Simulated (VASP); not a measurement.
# Al2Cu (P4/mmm) in VASP: a series of runs

Al2Cu is run at these levels: PBE; tasks: single point.

All numbers are computed with VASP 6.6.1; they aren't measurements. Logs are shortened: lines on timing, memory, paths and dates and some standing lists are left out, and cuts for length are marked.

## 1. The cell of the first run

It takes space group P4/mmm (No. 123, tetragonal). The conventional cell has a = 3.929 Å, b = 3.929 Å, c = 2.654 Å, α = 90.00°, β = 90.00°, γ = 90.00°. Al (site symmetry mmm) has 4 Cu at 2.37 Å and 6 Al at 2.65 to 2.78 Å within 3.1 Å. Cu (site symmetry 4/mmm) has 8 Al at 2.37 Å and 2 Cu at 2.65 Å within 3.1 Å.

## 2. Single point, PBE

INCAR reads:

```
  PREC = Accurate
  ENCUT = 520
  EDIFF = 1E-7
  ISMEAR = 0
  SIGMA = 0.15
  LREAL = False
  LASPH = True
  NELM = 80
  ALGO = Normal
  ISIF = 2
  LWAVE = False
  LCHARG = True
  GGA = PE
  LELF = True
  LVHAR = True
  NBANDS = 16
```

KPOINTS reads:

```
regular mesh
0
Gamma
  10 10 14
```

POSCAR reads:

```
Al2Cu
1.0
    3.9288000000      0.0000000000      0.0000000000
    0.0000000000      3.9288000000      0.0000000000
    0.0000000000      0.0000000000      2.6540000000
Al Cu
2 1
Direct
    0.5000000000      0.0000000000      0.5000000000
    0.0000000000      0.5000000000      0.5000000000
    0.0000000000      0.0000000000      0.0000000000
```

Potentials or basis: VASP PAW PBE potentials, release 64 (Al, Cu).

Started as:

```sh
$ cat potpaw_PBE.64/Al/POTCAR potpaw_PBE.64/Cu/POTCAR > POTCAR
$ mpirun -np 1 vasp_std > vasp.out
```

OUTCAR:

```text
PREC = Accurate
   ENCUT = 520
   EDIFF = 1E-7
   ISMEAR = 0
   LREAL = False
   LASPH = True
   NELM = 80
   ISIF = 2
   GGA = PE

 ion  position               nearest neighbor table
   1  0.500  0.000  0.500-   3 2.37   3 2.37   3 2.37   3 2.37   2 2.78   2 2.78   2 2.78   2 2.78

   2  0.000  0.500  0.500-   3 2.37   3 2.37   3 2.37   3 2.37   1 2.78   1 2.78   1 2.78   1 2.78

   3  0.000  0.000  0.000-   1 2.37   2 2.37   1 2.37   2 2.37   2 2.37   2 2.37   1 2.37   1 2.37

  LATTYP: Found a simple tetragonal cell.
 ALAT       =     3.9288000000
 C/A-ratio  =     0.6755243331

  Lattice vectors:

 A1 = (   3.9288000000,   0.0000000000,   0.0000000000)
 A2 = (   0.0000000000,   3.9288000000,   0.0000000000)
 A3 = (   0.0000000000,   0.0000000000,   2.6540000000)

Analysis of symmetry for initial positions (statically):
=====================================================================
 Subroutine PRICEL returns:
 Original cell was already a primitive cell.

 Routine SETGRP: Setting up the symmetry group for a
 simple tetragonal supercell.

 Subroutine GETGRP returns: Found 16 space group operations
 (whereof 16 operations were pure point group operations)
 out of a pool of 16 trial point group operations.

The static configuration has the point symmetry D_4h.

Analysis of symmetry for dynamics (positions and initial velocities):
=====================================================================
 Subroutine PRICEL returns:
 Original cell was already a primitive cell.

 Routine SETGRP: Setting up the symmetry group for a
 simple tetragonal supercell.

 Subroutine GETGRP returns: Found 16 space group operations
 (whereof 16 operations were pure point group operations)
 out of a pool of 16 trial point group operations.

The dynamic configuration has the point symmetry D_4h.

 Subroutine INISYM returns: Found 16 space group operations
 (whereof 16 operations are pure point group operations),
 and found     1 'primitive' translations

----------------------------------------------------------------------------------------

                                     Primitive cell

  volume of cell :      40.9657

  direct lattice vectors                    reciprocal lattice vectors
     3.928800000  0.000000000  0.000000000     0.254530645  0.000000000  0.000000000
[... 82 lines left out ...]
   ISPIN  =      1    spin polarized calculation?
   LNONCOLLINEAR =      F non collinear calculations
   LSORBIT =      F    spin-orbit coupling
   LASPH  =      T    aspherical Exc in radial PAW
   ENCUT  =  520.0 eV  38.22 Ry    6.18 a.u.   7.30  7.30  4.93*2*pi/ulx,y,z
   NELM   =     80;   NELMIN=  2; NELMDL= -5     # of ELM steps
   EDIFF  = 0.1E-06   stopping-criterion for ELM
   LREAL  =      F    real-space projection
   EDIFFG = 0.1E-05   stopping-criterion for IOM
   NSW    =      0    number of steps for IOM
   IBRION =     -1    ionic relax: 0-MD 1-quasi-New 2-CG
   NFREE  =      0    steps in history (QN), initial steepest desc. (CG)
   ISIF   =      2    stress and relaxation
   ISYM   =      2    0-nonsym 1-usesym 2-fastsym
   POTIM  = 0.5000    time-step for ionic-motion
   TEBEG  =    0.0;   TEEND  =   0.0 temperature during run
   PSTRESS=    0.0 pullay stress
   NELECT =      17.0000    total number of electrons
   NUPDOWN=      -1.0000    fix difference up-down
   EMIN   =  10.00;   EMAX   =-10.00  energy-range for DOS
   EFERMI =   0.00;   METHOD = LEGACY
   ISMEAR =     0;   SIGMA  =   0.15  broadening in eV -4-tet -1-fermi 0-gaus
   EFERMI_NEDOS =   21; number of points for ismear=-14 and -15
   IALGO  =     38    algorithm
   IMIX   =      4    mixing-type and parameters
     AMIX     =   0.40;   BMIX     =  1.00
     AMIX_MAG =   1.60;   BMIX_MAG =  1.00
  volume/ion in A,a.u.               =      13.66        92.15
  Fermi-wavevector in a.u.,A,eV,Ry     =   1.221099  2.307543 20.287414  1.491083
  Thomas-Fermi vector in A             =   2.356293
   LORBIT       =      0    0 simple, 1 ext, 2 COOP (PROOUT), +10 PAW based schemes
   GGA     = PE    functional components
   LHFCALC =     F    Hartree Fock is set to
   AEXX    =    0.0000 exact exchange contribution
   IVDW    =     0    specifies the selected vdW correction
   LEPSILON=     F    determine dielectric tensor
   LRPA    =     F    only Hartree local field effects (RPA)
 non-spin polarized calculation
 Gauss-broadening in eV      SIGMA  =   0.15
  energy-cutoff  :      520.00
  volume of cell :       40.97
 maximum number of plane-waves:      1122
 NGX is ok and might be reduce to    30
   NGX = 15   NGY = 15   NGZ =  9

 number of electron      17.0000027 magnetization

 Free energy of the ion-electron system (eV)
  ---------------------------------------------------
  ext. energy  EPLUGINS =         0.00000000
  ---------------------------------------------------
  free energy    TOTEN  =       -10.75460548 eV

  energy without entropy =      -10.74635202  energy(sigma->0) =      -10.75047875

 E-fermi :   9.1441     XC(G=0): -11.1172

 val. band max:        9.1167741040   @ k =   0.4000   0.2000   0.2857
 cond. band min:       9.1665907278   @ k =   0.3000   0.0000   0.2857
 fundamental gap:      0.0498166238
 Fermi energy:         9.1440742002

 k-point     1 :       0.0000    0.0000    0.0000
  band No.  band energies     occupation
      1      -2.6914      2.00000
      2       2.7396      2.00000
      3       3.1631      2.00000
      4       4.0424      2.00000
      5       4.4341      2.00000
      6       4.4341      2.00000
[... 433 lines left out ...]
      3       3.1592      2.00000
      4       3.9474      2.00000
      5       4.2185      2.00000
      6       4.3191      2.00000
[... 8 lines left out ...]
     15      19.8664      0.00000
     16      21.2622      0.00000

 [... further k-points ...]
[... 5 lines left out ...]
  --------------------------------------------------------------------------------------
  -------------------------------------------------------------------------------------
  Total        5.8081773      5.8081773      7.3060069      0.0000000      0.0000000      0.0000000
  in kB      227.1588618    227.1588618    285.7392497      0.0000000      0.0000000      0.0000000
  external PRESSURE =     246.6856578 kB  Pullay stress =       0.0000000 kB

 VOLUME and BASIS-vectors are now :
 -----------------------------------------------------------------------------
  energy-cutoff  :      520.00
  volume of cell :       40.97
      direct lattice vectors                 reciprocal lattice vectors
     3.928800000  0.000000000  0.000000000     0.254530645  0.000000000  0.000000000
     0.000000000  3.928800000  0.000000000     0.000000000  0.254530645  0.000000000
     0.000000000  0.000000000  2.654000000     0.000000000  0.000000000  0.376789751

 POSITION                                       TOTAL-FORCE (eV/Angst)
 -----------------------------------------------------------------------------------
      1.96440      0.00000      1.32700         0.000000      0.000000      0.000000
      0.00000      1.96440      1.32700         0.000000      0.000000      0.000000
      0.00000      0.00000      0.00000         0.000000      0.000000      0.000000
 -----------------------------------------------------------------------------------
    total drift:                                0.000000      0.000000      0.000000

  FREE ENERGIE OF THE ION-ELECTRON SYSTEM (eV)
  ---------------------------------------------------
  free  energy   TOTEN  =       -10.7546054802 eV

  energy  without entropy=      -10.7463520175  energy(sigma->0) =      -10.75047875
```

stdout:

```text
POSCAR found type information on POSCAR AlCu
 POSCAR found :  2 types and       3 ions
 scaLAPACK will be used
 LDA part: xc-table for (Slater+PW92), standard interpolation
 POSCAR, INCAR and KPOINTS ok, starting setup
 FFT: planning ... GRIDC
 FFT: planning ... GRID_SOFT
 FFT: planning ... GRID
 WAVECAR not read
 entering main loop
```

It took 52 s on 1 thread of Intel Xeon 6975P-C (Granite Rapids), shared host; peak memory 0.22 GiB.

What came out:

- Free energy: -10.7546 eV
- Pressure: 24.7 GPa

(Continued in part 2 of 2.)
